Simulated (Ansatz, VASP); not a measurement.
# CdSe: VASP beside Ansatz

```
CELL_PARAMETERS angstrom
-0.00589 3.18624 3.15179
3.13284 -0.01016 3.15605
3.11111 3.16877 0.01157
ATOMIC_POSITIONS crystal
Cd 0.96309 0.02710 0.01590
Se 0.78691 0.72290 0.73410
```

Change from the starting cell: all atoms moved at random, cell strained at random.

Alike in both runs: task single point; functional PBEsol; k mesh 10 × 10 × 10; occupations gaussian, width 0.05 eV; no spin polarisation.

|  | VASP | Ansatz |
| --- | --- | --- |
| version | VASP 6.6.1 | Ansatz 0.2.0 |
| potentials or method | VASP PAW PBE potentials, release 64 (Cd, Se), cutoff 520 eV | scalar-relativistic, plane waves, PAW |
| valence electrons in the cell | 18 | 36 |

VASP gave:

```
gap on the k mesh at the Fermi level (eV)                     : 0.31
least direct gap on the mesh (eV)                             : 0.31
pressure (GPa)                                                : -3.0
traceless stress, the component that is largest in VASP (GPa) : -1.98
rms of the force components (eV/Å)                            : 0.493
```

Q: What did Ansatz give for the same quantities?

A: gap on the k mesh at the Fermi level (eV): 0.31; least direct gap on the mesh (eV): 0.31; pressure (GPa): -3.2; traceless stress, the component that is largest in VASP (GPa): -1.84; rms of the force components (eV/Å): 0.477.

VASP's potentials were made for PBE, not for PBEsol. Atom by atom the forces differ by 0.016 eV/Å (rms over components). With one functional, cell and mesh, what is left measures potentials, basis and numerics. VASP's potentials hold 18 valence electrons a cell and Ansatz's 36, so a difference there can come from the potentials and not from the codes.
